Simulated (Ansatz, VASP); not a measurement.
# One calculation of ScSi2O3, two programs

```
Sc Si O
1.0
     5.74708    0.00000    0.00000
    -2.87354    4.97712    0.00000
     0.00000    0.00000    2.79370
Sc Si O
1 2 3
Direct
  0.00000 0.00000 0.50000
  0.33333 0.66667 0.50000
  0.66667 0.33333 0.50000
  0.35422 0.00000 0.50000
  0.00000 0.35422 0.50000
  0.64578 0.64578 0.50000
```

Alike in both runs: functional PBE; k mesh 6 × 6 × 6; occupations gaussian, width 0.1 eV; no spin polarisation.

Ansatz relaxed the structure, and its values are those at the end. VASP's run is a single point on that final structure, the one shown.

|  | VASP | Ansatz |
| --- | --- | --- |
| version | VASP 6.6.1 | Ansatz 0.2.0 |
| potentials or method | VASP PAW PBE potentials, release 64 (Sc_sv, Si, O), cutoff 520 eV | scalar-relativistic, plane waves, PAW |
| valence electrons in the cell | 37 | 37 |

VASP gave:

| Property | Result |
| --- | --- |
| gap on the k mesh at the Fermi level (eV) | none |
| pressure (GPa) | 0.7 |
| rms of the force components (eV/Å) | 0.024 |

Q: What did Ansatz give for the same quantities?

A: gap on the k mesh at the Fermi level (eV): none; pressure (GPa): 0.3; rms of the force components (eV/Å): 0.003.

A gap of «none» marks a metal or a gap that the smearing closes.

The k mesh is coarse, so the values compare programs but aren't converged.
